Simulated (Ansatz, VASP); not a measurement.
Two plane-wave programs on TiGeSe4

```
Ti Ge Se
1.0
     0.00000    4.52794    4.52794
     4.52794    0.00000    4.52794
     4.52794    4.52794    0.00000
Ti Ge Se
1 1 4
Direct
  0.00000 0.00000 0.00000
  0.75000 0.75000 0.75000
  0.37498 0.87505 0.37498
  0.37498 0.37498 0.37498
  0.87505 0.37498 0.37498
  0.37498 0.37498 0.87505
```

Change from the starting cell: species swapped into the CeYMg4 type (F-43m, No. 216).

Alike in both runs: task single point; functional PBE; k mesh 4 × 4 × 4; occupations gaussian, width 0.1 eV; collinear spin.

|  | VASP | Ansatz |
| --- | --- | --- |
| version | VASP 6.6.1 | Ansatz 0.2.0 |
| potentials or method | VASP PAW PBE potentials, release 64 (Ti_sv, Ge_d, Se), cutoff 520 eV | scalar-relativistic, plane waves, PAW |
| valence electrons in the cell | 50 | 90 |

Ansatz gave:

| Quantity | Value |
| --- | --- |
| gap on the k mesh at the Fermi level (eV) | none |
| pressure (GPa) | -8.9 |
| rms of the force components (eV/Å) | 0.005 |
| net moment per atom (μB) | 0.41 |
| size of the moment on the site where the two differ most (μB) | 2.16 |

Problem. Which values does VASP return?

Solution. gap on the k mesh at the Fermi level (eV): none; pressure (GPa): -10.1; rms of the force components (eV/Å): 0.011; net moment per atom (μB): 0.00; size of the moment on the site where the two differ most (μB): 0.00.

The net moments are unlike, so the other rows may belong to different states. Site moments also hang on the region over which each program counts them. Atom by atom the forces differ by 0.006 eV/Å (rms over components). A gap of «none» marks a metal or a gap that the smearing closes. VASP's potentials hold 50 valence electrons a cell and Ansatz's 90, so a difference there can come from the potentials and not from the codes.
